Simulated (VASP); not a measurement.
# BaZrO3 (Pm-3m) in VASP: a series of runs

BaZrO3 is run at these levels: r2SCAN+D3(BJ); tasks: single point, relaxation of cell and atoms.

Everything below comes from runs of VASP 6.6.1. Logs are shortened: lines on timing, memory, paths and dates and some standing lists are left out, and cuts for length are marked.

## 1. The cell of the first run

Symmetry: Pm-3m, No. 221, cubic system. The conventional cell has a = 4.194 Å, b = 4.194 Å, c = 4.194 Å, α = 90.00°, β = 90.00°, γ = 90.00°. Within 3.9 Å of Ba (site symmetry m-3m) lie 12 O at 2.97 Å and 8 Zr at 3.63 Å. Within 2.8 Å of Zr (site symmetry m-3m) lie 6 O at 2.10 Å. O (site symmetry 4/mmm) has 2 Zr at 2.10 Å within 2.8 Å.

## 2. Single point, r2SCAN+D3(BJ)

Contents of POSCAR:

```
BaZrO3
1.0
    4.1939477977      0.0000000000      0.0000000000
    0.0000000000      4.1939477977      0.0000000000
    0.0000000000      0.0000000000      4.1939477977
Ba Zr O
1 1 3
Direct
    0.0000000000      0.0000000000      0.0000000000
    0.5000000000      0.5000000000      0.5000000000
    0.0000000000      0.5000000000      0.5000000000
    0.5000000000      0.0000000000      0.5000000000
    0.5000000000      0.5000000000      0.0000000000
```

Contents of INCAR.step1:

```
SYSTEM = BaZrO3
ALGO = Normal ; EDIFF = 1E-4
ENCUT = 520 ; GGA = PE
ISMEAR = 0 ; LASPH = .TRUE.
LCHARG = .FALSE. ; LREAL = .FALSE.
LWAVE = .TRUE. ; NBANDS = 28
NELM = 80 ; PREC = Accurate
SIGMA = 0.3
```

Contents of INCAR.step2:

```
SYSTEM = BaZrO3
ALGO = Normal ; EDIFF = 1E-6
ENCUT = 520 ; ISIF = 2
ISMEAR = 0 ; ISTART = 1
IVDW = 12 ; LASPH = .TRUE.
LCHARG = .FALSE. ; LMIXTAU = .TRUE.
LREAL = .FALSE. ; LWAVE = .FALSE.
METAGGA = R2SCAN ; NBANDS = 28
NELM = 80 ; PREC = Accurate
SIGMA = 0.3 ; VDW_A1 = 0.49484001
VDW_A2 = 5.73083694 ; VDW_S6 = 1.0
VDW_S8 = 0.78981345
```

Contents of KPOINTS:

```
k-points
0
G
  5 5 5
  0 0 0
```

Potentials or basis: VASP PAW PBE potentials, release 64 (Ba_sv, Zr_sv, O).

Launch:

```sh
$ cat potpaw_PBE.64/Ba_sv/POTCAR potpaw_PBE.64/Zr_sv/POTCAR potpaw_PBE.64/O/POTCAR > POTCAR
$ cp INCAR.step1 INCAR
$ mpirun -np 1 vasp_std > vasp.out
$ cp INCAR.step2 INCAR
$ mpirun -np 1 vasp_std > vasp.out
```

OUTCAR:

```text
SYSTEM = BaZrO3
   EDIFF = 1E-6
   ENCUT = 520
   ISIF = 2
   ISMEAR = 0
   ISTART = 1
   IVDW = 12
   LASPH = .TRUE.
   LREAL = .FALSE.
   METAGGA = R2SCAN
   NELM = 80
   PREC = Accurate
 IVDW          = 12

 ion  position               nearest neighbor table
   1  0.000  0.000  0.000-   3 2.97   4 2.97   5 2.97   3 2.97   4 2.97   3 2.97   5 2.97   3 2.97
                             4 2.97   5 2.97   4 2.97   5 2.97   2 3.63   2 3.63   2 3.63   2 3.63
   2  0.500  0.500  0.500-   3 2.10   4 2.10   5 2.10   5 2.10   4 2.10   3 2.10   1 3.63   1 3.63
                             1 3.63   1 3.63   1 3.63   1 3.63   1 3.63   1 3.63
   3  0.000  0.500  0.500-   2 2.10   2 2.10   1 2.97   1 2.97   1 2.97   1 2.97
   4  0.500  0.000  0.500-   2 2.10   2 2.10   1 2.97   1 2.97   1 2.97   1 2.97
   5  0.500  0.500  0.000-   2 2.10   2 2.10   1 2.97   1 2.97   1 2.97   1 2.97

  LATTYP: Found a simple cubic cell.
 ALAT       =     4.1939477977

  Lattice vectors:

 A1 = (   4.1939477977,   0.0000000000,   0.0000000000)
 A2 = (   0.0000000000,   4.1939477977,   0.0000000000)
 A3 = (   0.0000000000,   0.0000000000,   4.1939477977)

Analysis of symmetry for initial positions (statically):
=====================================================================
 Subroutine PRICEL returns:
 Original cell was already a primitive cell.

 Routine SETGRP: Setting up the symmetry group for a
 simple cubic supercell.

 Subroutine GETGRP returns: Found 48 space group operations
 (whereof 48 operations were pure point group operations)
 out of a pool of 48 trial point group operations.

The static configuration has the point symmetry O_h .

Analysis of symmetry for dynamics (positions and initial velocities):
=====================================================================
 Subroutine PRICEL returns:
 Original cell was already a primitive cell.

 Routine SETGRP: Setting up the symmetry group for a
 simple cubic supercell.

 Subroutine GETGRP returns: Found 48 space group operations
 (whereof 48 operations were pure point group operations)
 out of a pool of 48 trial point group operations.

The dynamic configuration has the point symmetry O_h .

 Subroutine INISYM returns: Found 48 space group operations
 (whereof 48 operations are pure point group operations),
 and found     1 'primitive' translations

----------------------------------------------------------------------------------------

                                     Primitive cell

  volume of cell :      73.7682

  direct lattice vectors                    reciprocal lattice vectors
     4.193947798  0.000000000  0.000000000     0.238438829  0.000000000  0.000000000
[... 83 lines left out ...]
   ISIF   =      2    stress and relaxation
   ISYM   =      2    0-nonsym 1-usesym 2-fastsym
   POTIM  = 0.5000    time-step for ionic-motion
   TEBEG  =    0.0;   TEEND  =   0.0 temperature during run
   PSTRESS=    0.0 pullay stress
   NELECT =      40.0000    total number of electrons
   NUPDOWN=      -1.0000    fix difference up-down
   EMIN   =  10.00;   EMAX   =-10.00  energy-range for DOS
   EFERMI =   0.00;   METHOD = LEGACY
   ISMEAR =     0;   SIGMA  =   0.30  broadening in eV -4-tet -1-fermi 0-gaus
   EFERMI_NEDOS =   21; number of points for ismear=-14 and -15
   IALGO  =     38    algorithm
   IMIX   =      4    mixing-type and parameters
     AMIX     =   0.40;   BMIX     =  1.00
     AMIX_MAG =   1.60;   BMIX_MAG =  1.00
  volume/ion in A,a.u.               =      14.75        99.56
  Fermi-wavevector in a.u.,A,eV,Ry     =   1.334971  2.522729 24.247587  1.782147
  Thomas-Fermi vector in A             =   2.463711
   LORBIT       =      0    0 simple, 1 ext, 2 COOP (PROOUT), +10 PAW based schemes
   METAGGA = R2SCAN    functional components
   LHFCALC =     F    Hartree Fock is set to
   AEXX    =    0.0000 exact exchange contribution
   IVDW    =    12    specifies the selected vdW correction
   LEPSILON=     F    determine dielectric tensor
   LRPA    =     F    only Hartree local field effects (RPA)
 non-spin polarized calculation
 Gauss-broadening in eV      SIGMA  =   0.30
  energy-cutoff  :      520.00
  volume of cell :       73.77
 maximum number of plane-waves:      1993
 NGX is ok and might be reduce to    32
   NGX = 15   NGY = 15   NGZ = 15

 number of electron      39.9999999 magnetization

 Free energy of the ion-electron system (eV)
  ---------------------------------------------------
  ext. energy  EPLUGINS =         0.00000000
  ---------------------------------------------------
  free energy    TOTEN  =       -85.09742830 eV

  energy without entropy =      -85.09742830  energy(sigma->0) =      -85.09742830

 E-fermi :   4.7034     XC(G=0): -11.3806

 val. band max:        3.3649279507   @ k =   0.4000   0.4000   0.4000
 cond. band min:       7.1693918572   @ k =   0.0000   0.0000   0.0000
 fundamental gap:      3.8044639065
 Fermi energy:         4.7034252793

 k-point     1 :       0.0000    0.0000    0.0000
  band No.  band energies     occupation
      1     -45.0514      2.00000
      2     -22.5316      2.00000
      3     -22.4920      2.00000
      4     -22.4920      2.00000
      5     -22.4920      2.00000
      6     -13.8674      2.00000
[... 299 lines left out ...]
     27      12.8430      0.00000
     28      12.8430      0.00000

------------------------ aborting loop because EDIFF is reached ----------------------------------------

 Edisp (eV)   -0.58782

 E8    (eV) :    -0.2240

  FORCE on cell =-STRESS in cart. coord.  units (eV):
  Direction    XX          YY          ZZ          XY          YZ          ZX
  --------------------------------------------------------------------------------------
  -------------------------------------------------------------------------------------
  Total       0.48956     0.48956     0.48956    -0.00000    -0.00000     0.00000
  in kB      10.63272    10.63272    10.63272    -0.00000    -0.00000     0.00000
  external pressure =       10.63 kB  Pullay stress =        0.00 kB

 VOLUME and BASIS-vectors are now :
 -----------------------------------------------------------------------------
  energy-cutoff  :      520.00
  volume of cell :       73.77
      direct lattice vectors                 reciprocal lattice vectors
     4.193947798  0.000000000  0.000000000     0.238438829  0.000000000  0.000000000
     0.000000000  4.193947798  0.000000000     0.000000000  0.238438829  0.000000000
     0.000000000  0.000000000  4.193947798     0.000000000  0.000000000  0.238438829

 POSITION                                       TOTAL-FORCE (eV/Angst)
 -----------------------------------------------------------------------------------
      0.00000      0.00000      0.00000         0.000000      0.000000      0.000000
      2.09697      2.09697      2.09697         0.000000      0.000000      0.000000
      0.00000      2.09697      2.09697         0.000000      0.000000      0.000000
      2.09697      0.00000      2.09697         0.000000      0.000000      0.000000
      2.09697      2.09697      0.00000         0.000000      0.000000      0.000000
 -----------------------------------------------------------------------------------
    total drift:                                0.000000     -0.000000     -0.000000

  FREE ENERGIE OF THE ION-ELECTRON SYSTEM (eV)
  ---------------------------------------------------
  free  energy   TOTEN  =       -85.6852520320 eV

  energy  without entropy=      -85.6852520320  energy(sigma->0) =      -85.68525203
```

OSZICAR.step1:

```text
N       E                     dE             d eps       ncg     rms          rms(c)
DAV:   1     0.307320648668E+03    0.30732E+03   -0.22027E+04   560   0.141E+03
DAV:   2    -0.284747325791E+02   -0.33580E+03   -0.32445E+03   684   0.349E+02
DAV:   3    -0.487055692952E+02   -0.20231E+02   -0.20156E+02   868   0.807E+01
DAV:   4    -0.492594431652E+02   -0.55387E+00   -0.55315E+00   780   0.105E+01
DAV:   5    -0.492683393354E+02   -0.88962E-02   -0.88957E-02   768   0.111E+00    0.288E+01
DAV:   6    -0.417798729777E+02    0.74885E+01   -0.38126E+01   632   0.383E+01    0.127E+01
DAV:   7    -0.417021711253E+02    0.77702E-01   -0.27695E+00   808   0.913E+00    0.776E+00
DAV:   8    -0.416909142181E+02    0.11257E-01   -0.32593E-01   652   0.415E+00    0.670E-01
DAV:   9    -0.416877242419E+02    0.31900E-02   -0.58987E-02   808   0.133E+00    0.509E-01
DAV:  10    -0.416893878778E+02   -0.16636E-02   -0.15389E-02   772   0.100E+00    0.243E-01
DAV:  11    -0.416890079174E+02    0.37996E-03   -0.19796E-03   680   0.356E-01    0.383E-02
DAV:  12    -0.416890676985E+02   -0.59781E-04   -0.17739E-04   544   0.926E-02
   1 F= -.41689068E+02 E0= -.41689068E+02  d E =-.124204E-09
```

Run time: 91 s. Hardware: 1 thread of AMD EPYC 7R13 (Zen 3), shared host; peak memory 0.17 GiB.

Results:

| Item | Value |
| --- | --- |
| Free energy | -85.6853 eV |
| Pressure | 1.1 GPa |
| Band gap on the k mesh | 3.80 eV, indirect (least direct gap 3.94 eV) |
| Dispersion energy per atom | -0.118 eV |

Caveat: the PAW data sets were made with another functional, which shifts forces and pressure a little; spin-orbit coupling is left out, which moves the levels of the heavy elements.

## 3. Relaxation of cell and atoms, r2SCAN+D3(BJ)

Edit POSCAR of step 2 so:

```diff
@@ -2,5 +2,5 @@
 1.0
-    4.1939477977      0.0000000000      0.0000000000
-    0.0000000000      4.1939477977      0.0000000000
-    0.0000000000      0.0000000000      4.1939477977
+    4.1913400000      0.0000000000      0.0000000000
+    0.0000000000      4.1913400000      0.0000000000
+    0.0000000000      0.0000000000      4.1913400000
 Ba Zr O
```

Contents of INCAR.step1:

```
PREC = Accurate
ENCUT = 600
ISMEAR = 0
SIGMA = 0.3
LREAL = False
LASPH = True
NELM = 80
GGA = PE
ALGO = Normal
EDIFF = 1E-4
LWAVE = True
LCHARG = False
```

Contents of INCAR.step2:

```
PREC = Accurate
ENCUT = 600
EDIFF = 1E-6
ISMEAR = 0
SIGMA = 0.3
LREAL = False
LASPH = True
NELM = 80
ALGO = Normal
ISIF = 3
LWAVE = False
LCHARG = False
METAGGA = R2SCAN
LMIXTAU = True
IVDW = 12
VDW_S6 = 1.0
VDW_S8 = 0.78981345
VDW_A1 = 0.49484001
VDW_A2 = 5.73083694
IBRION = 2
NSW = 80
EDIFFG = -0.05
ISTART = 1
```

Contents of KPOINTS:

```
regular mesh
0
Gamma
  5 5 5
```

Potentials or basis: VASP PAW PBE potentials, release 64 (Ba_sv, Zr_sv, O).

Launch:

```sh
$ cat potpaw_PBE.64/Ba_sv/POTCAR potpaw_PBE.64/Zr_sv/POTCAR potpaw_PBE.64/O/POTCAR > POTCAR
$ cp INCAR.step1 INCAR
$ mpirun -np 1 vasp_std > vasp.out
$ cp INCAR.step2 INCAR
$ mpirun -np 1 vasp_std > vasp.out
```

Run time: 5.3 min. Hardware: 1 thread of AMD EPYC 7R13 (Zen 3), shared host; peak memory 0.22 GiB.

It converged, with:

| Item | Value |
| --- | --- |
| Free energy | -85.6940 eV |
| Relaxed volume | 14.83 Å³/atom |
| Relaxed cell | a = 4.202 Å, b = 4.202 Å, c = 4.202 Å, α = 90.00°, β = 90.00°, γ = 90.00° |
| Space group after relaxing (to 0.05 Å) | Pm-3m (No. 221) |
| Energy gained by relaxing | 0.4 meV/atom |
| Ionic steps | 3 |
| Pressure after relaxing | 0.0 GPa |
| Band gap on the k mesh | 3.79 eV, indirect (least direct gap 3.94 eV) |
| Dispersion energy per atom | -0.117 eV |

Step by step:
```csv
step,energy change (eV),largest force (eV/Å),pressure (GPa),volume (Å³)
1,0.0000,0.0000,1.24,73.63
2,0.0011,0.0000,-1.49,74.85
3,-0.0021,0.0000,-0.03,74.17
```

Final structure:
```yaml
crystal:
  lattice:
    - [4.20156, 0.00000, 0.00000]
    - [0.00000, 4.20156, 0.00000]
    - [0.00000, 0.00000, 4.20156]
  atoms:
    - { symbol: Ba, position: [0.00000, 0.00000, 0.00000] }
    - { symbol: Zr, position: [0.50000, 0.50000, 0.50000] }
    - { symbol: O, position: [0.00000, 0.50000, 0.50000] }
    - { symbol: O, position: [0.50000, 0.00000, 0.50000] }
    - { symbol: O, position: [0.50000, 0.50000, 0.00000] }
```

Levels at points of the mesh, in eV from the valence-band top:
```
           k point  band 16  band 17  band 18  band 19  band 20  band 21  band 22  band 23  band 24
(0.00, 0.00, 0.00)    -0.90    -0.90    -0.15    -0.15    -0.15     3.79     3.79     3.79     5.27
```

Caveat: the PAW data sets were made with another functional, which shifts forces and pressure a little; spin-orbit coupling is left out, which moves the levels of the heavy elements. r2SCAN opens gaps a little over a GGA but as a rule still falls short of measured ones.
